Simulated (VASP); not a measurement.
Set up this calculation in VASP 6.6.1, as the native input.

```yaml
Task: relaxation of cell and atoms
Functional: PBE
Potentials_or_basis: VASP PAW PBE potentials, release 64 (Na_pv, Sr_sv, O)
Cutoff: 600 eV
k_mesh: 6 × 6 × 4
Occupations: gaussian, width 0.02 eV
Spin: no spin polarisation
Dipole_correction: no
Further_INCAR_settings: ALGO = Normal; EDIFF = 1e-07; IBRION = 2; EDIFFG = -0.01; NSW = 100; ISIF = 3
```

The structure of Na2SrO2 lies in POSCAR:

```
Na2SrO2
1.0
    3.7832362287      0.0000000000      0.0000000000
   -1.8916181143      3.2763786825      0.0000000000
    0.0000000000      0.0000000000      6.2782545280
Na Sr O
2 1 2
Direct
    0.6666666667      0.3333333333      0.6303218734
    0.3333333333      0.6666666667      0.3696781266
    0.0000000000      0.0000000000      0.0000000000
    0.6666666667      0.3333333333      0.2313810042
    0.3333333333      0.6666666667      0.7686189958
```

The cell was built from a structure type or drawn by symmetry, and may not be a known phase.

These files were run (other wordings do the same):

INCAR

```
PREC = Accurate
ENCUT = 600
EDIFF = 1E-7
ISMEAR = 0
SIGMA = 0.02
LREAL = F
LASPH = T
NELM = 60
ALGO = Normal
ISIF = 3
LWAVE = F
LCHARG = F
GGA = PE
IBRION = 2
NSW = 100
EDIFFG = -0.01
```

KPOINTS

```
regular mesh
0
Gamma
  6 6 4
```

Potentials or basis: VASP PAW PBE potentials, release 64 (Na_pv, Sr_sv, O).

Launch:

```sh
$ cat potpaw_PBE.64/Na_pv/POTCAR potpaw_PBE.64/Sr_sv/POTCAR potpaw_PBE.64/O/POTCAR > POTCAR
$ mpirun -np 1 vasp_std > vasp.out
```

It gave:

```
Relaxed volume                        : 15.65 Å³/atom
Relaxed cell                          : a = 3.792 Å, b = 3.792 Å, c = 6.281 Å, α = 90.00°, β = 90.00°, γ = 120.00°
Space group after relaxing (to 0.1 Å) : P-3m1 (No. 164)
Energy gained by relaxing             : 0.1 meV/atom
Ionic steps                           : 4
Pressure after relaxing               : 0.0 GPa
Largest force after relaxing          : 0.008 eV/Å
Band gap on the k mesh                : 2.60 eV
```

Wall time 110 s on 1 thread of Intel(R) Xeon(R) Platinum 8375C CPU @ 2.90GHz (Ice Lake), with other jobs on the host, peak memory 0.23 GiB.
